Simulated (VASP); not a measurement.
Here is a VASP 6.6.1 calculation.

File INCAR:

```
PREC = Accurate
ENCUT = 520
EDIFF = 1E-6
ISMEAR = 0
SIGMA = 0.05
LREAL = F
LASPH = T
NELM = 100
ALGO = Fast
ISIF = 2
LWAVE = F
LCHARG = F
NBANDS = 30
```

The input KPOINTS:

```
regular mesh
0
Gamma
  14 14 4
```

File POSCAR:

```
La
1.0
    3.5890272254      0.0000000000      0.0000000000
   -1.7945136127      3.1081887521      0.0000000000
    0.0000000000      0.0000000000     11.5411063667
La
4
Direct
    0.0000000000      0.0000000000      0.0000000000
    0.0000000000      0.0000000000      0.5000000000
    0.3333333333      0.6666666667      0.2500000000
    0.6666666667      0.3333333333      0.7500000000
```

Potentials or basis: VASP PAW LDA potentials, release 64 (La).

Command:

```console
$ cat potpaw_LDA.64/La/POTCAR > POTCAR
$ mpirun -np 1 vasp_std > vasp.out
```

(1) What does it give for the band gap on the k mesh?

(2) Predict the pressure.

Results:

(1) zero (bands 22 and 23 overlap by 1.21 eV).

(2) -0.1 GPa.

Caveat: spin-orbit coupling is left out, which moves the levels of the heavy elements.
